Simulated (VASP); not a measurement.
A run of VASP 6.6.1:

The input INCAR:

```
  ALGO = Normal
  EDIFF = 1E-6
  ENCUT = 520
  GGA = PE
  ISIF = 2
  ISMEAR = 0
  LASPH = T
  LCHARG = T
  LELF = T
  LREAL = F
  LVHAR = T
  LWAVE = F
  NBANDS = 46
  NELM = 60
  PREC = Accurate
  SIGMA = 0.02
```

KPOINTS

```
k-points
0
Gamma
  6 6 6
```

File POSCAR:

```
Zn4Se3S
1.0
    5.6590480000      0.0000000000      0.0000000000
    0.0000000000      5.6590480000      0.0000000000
    0.0000000000      0.0000000000      5.6590480000
Zn Se S
4 3 1
Direct
    0.7565560000      0.7565560000      0.7565560000
    0.7565560000      0.2434440000      0.2434440000
    0.2434440000      0.7565560000      0.2434440000
    0.2434440000      0.2434440000      0.7565560000
    0.5000000000      0.5000000000      0.0000000000
    0.5000000000      0.0000000000      0.5000000000
    0.0000000000      0.5000000000      0.5000000000
    0.0000000000      0.0000000000      0.0000000000
```

Potentials or basis: VASP PAW PBE potentials, release 64 (Zn, Se, S).

The run is started by

```sh
$ cat potpaw_PBE.64/Zn/POTCAR potpaw_PBE.64/Se/POTCAR potpaw_PBE.64/S/POTCAR > POTCAR
$ mpirun -np 1 vasp_std > vasp.out
```

Hardware: 1 thread of Intel(R) Xeon(R) Platinum 8488C (Sapphire Rapids) (shared host).

**Question.** Estimate the wall time of this run.

**Answer.** It took 2.4 min on 1 thread of Intel(R) Xeon(R) Platinum 8488C (Sapphire Rapids), with other jobs on the host, peak memory 0.33 GiB. Counts: scf iterations 15, k points 20.
